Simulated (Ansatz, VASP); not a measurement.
**Two plane-wave programs on Si4C3**

```
Si C
1.0
     3.13758    0.00000    0.00000
    -1.56879    2.71723    0.00000
     0.00000    0.00000   18.80839
Si C
8 6
Direct
  0.66667 0.33333 0.26448
  0.33333 0.66667 0.13069
  0.00000 0.00000 0.99727
  0.33333 0.66667 0.80055
  0.66667 0.33333 0.66596
  0.00000 0.00000 0.39812
  0.33333 0.66667 0.53174
  0.33333 0.66667 0.92651
  0.33333 0.66667 0.23115
  0.00000 0.00000 0.09792
  0.66667 0.33333 0.76821
  0.33333 0.66667 0.63328
  0.66667 0.33333 0.36518
  0.00000 0.00000 0.49922
```

Alike in both runs: functional PBE; k mesh 12 × 12 × 2; occupations gaussian, width 0.1 eV; no spin polarisation.

Ansatz relaxed the structure, and its values are those at the end. VASP's run is a single point on that final structure, the one shown.

|  | VASP | Ansatz |
| --- | --- | --- |
| version | VASP 6.6.1 | Ansatz 0.2.0 |
| potentials or method | VASP PAW PBE potentials, release 64 (Si, C), cutoff 520 eV | scalar-relativistic, plane waves, PAW |
| valence electrons in the cell | 56 | 56 |

Ansatz gave:

```
gap on the k mesh at the Fermi level (eV) : none
pressure (GPa)                            : 0.0
```

Problem. What did VASP give for the same quantities?

Solution. gap on the k mesh at the Fermi level (eV): none; pressure (GPa): -0.1.

A gap of «none» marks a metal or a gap that the smearing closes.
